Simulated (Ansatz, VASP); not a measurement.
**P: VASP beside Ansatz**

File INCAR:

```
  PREC = Accurate
  ENCUT = 520
  EDIFF = 1E-7
  ISMEAR = 0
  SIGMA = 0.15
  LREAL = F
  LASPH = T
  NELM = 100
  ALGO = Normal
  ISIF = 2
  LWAVE = F
  LCHARG = T
  LELF = T
  LVHAR = T
  NBANDS = 8
```

KPOINTS

```
Automatic mesh
0
Gamma
  12 12 12
```

Contents of POSCAR:

```
P
1.0
    4.2729048574     -0.0854580971      0.0000000000
   -0.0854580971      4.2729048574      0.0000000000
    0.0000000000      0.0000000000      4.3780000000
P
1
Direct
    0.0000000000      0.0000000000      0.0000000000
```

Input for Ansatz:

```yaml
crystal:
  lattice:
    - [4.2729048574, -0.0854580971, 0.0]
    - [-0.0854580971, 4.2729048574, 0.0]
    - [0.0, 0.0, 4.378]
  atoms:
    - { symbol: P, position: [0.0, 0.0, 0.0] }
basis:
  ecutwfc: 420
kpoints:
  mp_grid: { grid: [12, 12, 12] }
hamiltonian:
  xc: lda
scf:
  occupations: { method: gaussian, width: 0.15 }
output:
  forces: true
  stress: true
  eigenvalues: true
```

Change from the starting cell: strain -0.0400 x Voigt [0, 0, 0, 0, 0, 1], atoms carried along.

Alike in both runs: task single point; functional LDA; k mesh 12 × 12 × 12; occupations gaussian, width 0.15 eV; no spin polarisation.

|  | VASP | Ansatz |
| --- | --- | --- |
| version | VASP 6.6.1 | Ansatz 0.2.0 |
| potentials or method | VASP PAW LDA potentials, release 64 (P), cutoff 520 eV | scalar-relativistic, plane waves, PAW |
| valence electrons in the cell | 5 | 5 |

```tsv
	VASP	Ansatz	Ansatz less VASP
gap on the k mesh at the Fermi level (eV)	none	none	-
pressure (GPa)	-4.1	-4.1	+0.01
traceless stress, the component that is largest in VASP (GPa)	0.28	0.28	-0.001
```

LDA's correlation is that of Perdew and Zunger in VASP and of Perdew and Wang (1992) in Ansatz. A gap of «none» marks a metal or a gap that the smearing closes.
